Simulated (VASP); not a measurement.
Wanted: the native input for a VASP 6.6.1 run.

* Task: single point
* Functional: PBE
* Potentials or basis: VASP PAW PBE potentials, release 64 (Sr_sv, Ti_sv, O)
* Cutoff: 520 eV
* k mesh: 6 × 6 × 6
* Occupations: fermi-dirac, width 0.02 eV
* Spin: no spin polarisation
* Dipole correction: no
* Further INCAR settings: ALGO = Normal; EDIFF = 1e-06; NBANDS = 51

The structure of SrTiO3 lies in POSCAR:

```
SrTiO3
1.0
   -2.7589050186      2.7589050186      3.9136137928
    2.7589050186     -2.7589050186      3.9136137928
    2.7589050186      2.7589050186     -3.9136137928
Sr Ti O
2 2 6
Direct
    0.7500000000      0.2500000000      0.5000000000
    0.2500000000      0.7500000000      0.5000000000
    0.0000000000      0.0000000000      0.0000000000
    0.5000000000      0.5000000000      0.0000000000
    0.7669008901      0.2669008901      0.0338017802
    0.2669008901      0.2330991099      0.5000000000
    0.7330991099      0.7669008901      0.5000000000
    0.2330991099      0.7330991099      0.9661982198
    0.7500000000      0.7500000000      0.0000000000
    0.2500000000      0.2500000000      0.0000000000
```

The input as run:

INCAR

```
SYSTEM = SrTiO3
ALGO = Normal ; EDIFF = 1E-6
ENCUT = 520 ; GGA = PE
ISIF = 2 ; ISMEAR = -1
LASPH = .True. ; LCHARG = .False.
LREAL = .False. ; LWAVE = .False.
NBANDS = 51 ; NELM = 100
PREC = Accurate ; SIGMA = 0.02
```

KPOINTS

```
k-points
0
Gamma
  6 6 6
  0 0 0
```

Potentials or basis: VASP PAW PBE potentials, release 64 (Sr_sv, Ti_sv, O).

The run is started by

```bash
$ cat potpaw_PBE.64/Sr_sv/POTCAR potpaw_PBE.64/Ti_sv/POTCAR potpaw_PBE.64/O/POTCAR > POTCAR
$ mpirun -np 1 vasp_std > vasp.out
```

Results of the run:

The pressure is 4.7 GPa, the largest force is 0.024 eV/Å and the band gap on the k mesh is 1.91 eV.

It took 2 min on 1 thread of Intel(R) Xeon(R) 6975P-C (Granite Rapids) (shared host), peak memory 0.35 GiB.
